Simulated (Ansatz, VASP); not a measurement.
Two plane-wave programs on HfO2

Contents of INCAR:

```
SYSTEM = HfO2
ALGO = Normal ; EDIFF = 1E-6
ENCUT = 520 ; GGA = PE
ISIF = 2 ; ISMEAR = 0
LASPH = .TRUE. ; LCHARG = .FALSE.
LREAL = .FALSE. ; LWAVE = .FALSE.
NBANDS = 56 ; NELM = 100
PREC = Accurate ; SIGMA = 0.013000000000000001
```

File KPOINTS:

```
k-points
0
G
  5 5 5
  0 0 0
```

POSCAR

```
HfO2
1.0
    5.1180000000      0.0000000000      0.0000000000
    0.0000000000      5.1857000000      0.0000000000
   -0.8586630598      0.0000000000      5.2138671406
Hf O
4 8
Direct
    0.2755000000      0.4603000000      0.7080000000
    0.7245000000      0.9603000000      0.7920000000
    0.7245000000      0.5397000000      0.2920000000
    0.2755000000      0.0397000000      0.2080000000
    0.0742000000      0.1684000000      0.8467000000
    0.9258000000      0.6684000000      0.6533000000
    0.9258000000      0.8316000000      0.1533000000
    0.0742000000      0.3316000000      0.3467000000
    0.4487000000      0.7419000000      0.9801000000
    0.5513000000      0.2419000000      0.5199000000
    0.5513000000      0.2581000000      0.0199000000
    0.4487000000      0.7581000000      0.4801000000
```

input.yaml

```yaml
crystal:
  lattice:
    - [5.118, 0.0, 0.0]
    - [0.0, 5.1857, 0.0]
    - [-0.8586630598, 0.0, 5.2138671406]
  atoms:
    - { symbol: Hf, position: [0.2755, 0.4603, 0.708] }
    - { symbol: Hf, position: [0.7245, 0.9603, 0.792] }
    - { symbol: Hf, position: [0.7245, 0.5397, 0.292] }
    - { symbol: Hf, position: [0.2755, 0.0397, 0.208] }
    - { symbol: O, position: [0.0742, 0.1684, 0.8467] }
    - { symbol: O, position: [0.9258, 0.6684, 0.6533] }
    - { symbol: O, position: [0.9258, 0.8316, 0.1533] }
    - { symbol: O, position: [0.0742, 0.3316, 0.3467] }
    - { symbol: O, position: [0.4487, 0.7419, 0.9801] }
    - { symbol: O, position: [0.5513, 0.2419, 0.5199] }
    - { symbol: O, position: [0.5513, 0.2581, 0.0199] }
    - { symbol: O, position: [0.4487, 0.7581, 0.4801] }
hamiltonian:
  xc: pbe
  pseudopotentials: { kind: paw }
kpoints:
  mp_grid: { grid: [5, 5, 5] }
scf:
  occupations: { method: gaussian, width: 0.013 }
output:
  forces: true
  stress: true
  eigenvalues: true
  write_density: true
  write_potential: true
  elf: true
  volumetric_format: npy
```

Alike in both runs: task single point; functional PBE; k mesh 5 × 5 × 5; occupations gaussian, width 0.013 eV; no spin polarisation.

|  | VASP | Ansatz |
| --- | --- | --- |
| version | VASP 6.6.1 | Ansatz 0.2.0 |
| potentials or method | VASP PAW PBE potentials, release 64 (Hf_pv, O) | Ansatz PAW |
| plane-wave cutoff (eV) | 520 | 420 |
| valence electrons in the cell | 88 | 152 |

|  | VASP | Ansatz | Ansatz less VASP |
| --- | --- | --- | --- |
| gap on the k mesh at the Fermi level (eV) | 4.16 | 4.21 | +0.041 |
| least direct gap on the mesh (eV) | 4.23 | 4.27 | +0.038 |
| pressure (GPa) | 2.7 | 5.9 | +3.21 |
| traceless stress, the component that is largest in VASP (GPa) | -0.68 | -0.64 | +0.037 |
| rms of the force components (eV/Å) | 0.169 | 0.186 | +0.0176 |

Atom by atom the forces differ by 0.034 eV/Å (rms over components). VASP's potentials hold 88 valence electrons a cell and Ansatz's 152, so a difference there can come from the potentials and not from the codes.

Neither program's run includes spin-orbit coupling. Noted on Ansatz's run: odd divisions of the mesh miss points on the zone boundary, where band edges often lie, so the gap on the mesh can be too wide.
